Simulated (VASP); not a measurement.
**Ba8Ti8O23 (a cell with a defect): single point with PBE**

The system is Ba8Ti8O23 (a cell with a defect).

```
CELL_PARAMETERS angstrom
-8.03850 0.00000 0.00000
0.00000 8.03850 0.00000
0.00000 0.00000 -8.03850
ATOMIC_POSITIONS crystal
Ba 0.25000 0.24441 0.24441
Ba 0.25000 0.24441 0.75559
Ba 0.25000 0.75559 0.24441
Ba 0.25000 0.75559 0.75559
Ba 0.75000 0.24452 0.24452
Ba 0.75000 0.24452 0.75548
Ba 0.75000 0.75548 0.24452
Ba 0.75000 0.75548 0.75548
Ti 0.00266 0.50000 0.00000
Ti 0.97800 0.50000 0.50000
Ti 0.99963 0.00000 0.00000
Ti 0.00266 0.00000 0.50000
Ti 0.49734 0.50000 0.00000
Ti 0.52200 0.50000 0.50000
Ti 0.50037 0.00000 0.00000
Ti 0.49734 0.00000 0.50000
O 0.48957 0.25795 0.50000
O 0.25000 0.50000 0.00000
O 0.25000 0.00000 0.50000
O 0.25000 0.00000 0.00000
O 0.75000 0.50000 0.50000
O 0.75000 0.50000 0.00000
O 0.75000 0.00000 0.50000
O 0.75000 0.00000 0.00000
O 0.50034 0.25097 0.00000
O 0.48957 0.74205 0.50000
O 0.50034 0.74903 0.00000
O 0.01043 0.25795 0.50000
O 0.99966 0.25097 0.00000
O 0.01043 0.74205 0.50000
O 0.99966 0.74903 0.00000
O 0.48957 0.50000 0.25795
O 0.48957 0.50000 0.74205
O 0.50034 0.00000 0.25097
O 0.50034 0.00000 0.74903
O 0.01043 0.50000 0.25795
O 0.01043 0.50000 0.74205
O 0.99966 0.00000 0.25097
O 0.99966 0.00000 0.74903
```

This cell differs from its parent crystal: atoms taken out, then relaxed in part.

```yaml
Program: VASP 6.6.1
Task: single point
Functional: PBE
Potentials_or_basis: VASP PAW PBE potentials, release 64 (Ba_sv, Ti_sv, O)
Cutoff: 520 eV
k_mesh: 2 × 2 × 2, shifted
Occupations: gaussian, width 0.02 eV
Spin: no spin polarisation
```

- Largest force: 0.068 eV/Å

Forces in eV/Å, atoms in the order of the input:
```
Ba   0.000  0.022 -0.022
Ba   0.000  0.022  0.022
Ba   0.000 -0.022 -0.022
Ba   0.000 -0.022  0.022
Ba   0.000  0.035 -0.035
Ba   0.000  0.035  0.035
Ba   0.000 -0.035 -0.035
Ba   0.000 -0.035  0.035
Ti  -0.012  0.000  0.000
Ti  -0.068  0.000  0.000
Ti   0.030  0.000  0.000
Ti  -0.012  0.000  0.000
Ti   0.012  0.000  0.000
Ti   0.068  0.000  0.000
Ti  -0.030  0.000  0.000
Ti   0.012  0.000  0.000
O   -0.013  0.005  0.000
O    0.000  0.000  0.000
O    0.000  0.000  0.000
O    0.000  0.000  0.000
O    0.000  0.000  0.000
O    0.000  0.000  0.000
O    0.000  0.000  0.000
O    0.000  0.000  0.000
O   -0.009 -0.006  0.000
O   -0.013 -0.005  0.000
O   -0.009  0.006  0.000
O    0.013  0.005  0.000
O    0.009 -0.006  0.000
O    0.013 -0.005  0.000
O    0.009  0.006  0.000
O   -0.013  0.000 -0.005
O   -0.013  0.000  0.005
O   -0.009  0.000  0.006
O   -0.009  0.000 -0.006
O    0.013  0.000 -0.005
O    0.013  0.000  0.005
O    0.009  0.000  0.006
O    0.009  0.000 -0.006
```

Levels at points of the mesh, in eV from the Fermi level:
| k point | band 153 | band 154 | band 155 | band 156 | band 157 | band 158 | band 159 | band 160 |
| --- | --- | --- | --- | --- | --- | --- | --- | --- |
| (0.25, 0.25, 0.25) | -0.22 | -0.22 | -0.12 | -0.10 | 2.19 | 2.25 | 2.32 | 2.38 |

Wall time 8.5 min on 1 thread of Oxide Virtual Turin-like Processor, on a shared host, peak memory 0.48 GiB.

Caveat: the cell carries a net charge on a neutralising background, which shifts energy and pressure; the cell differs from its parent crystal (atoms taken out, then relaxed in part); the cell is charged against a uniform background, so pressure and absolute levels hang on convention; spin-orbit coupling is left out, which moves the levels of the heavy elements.
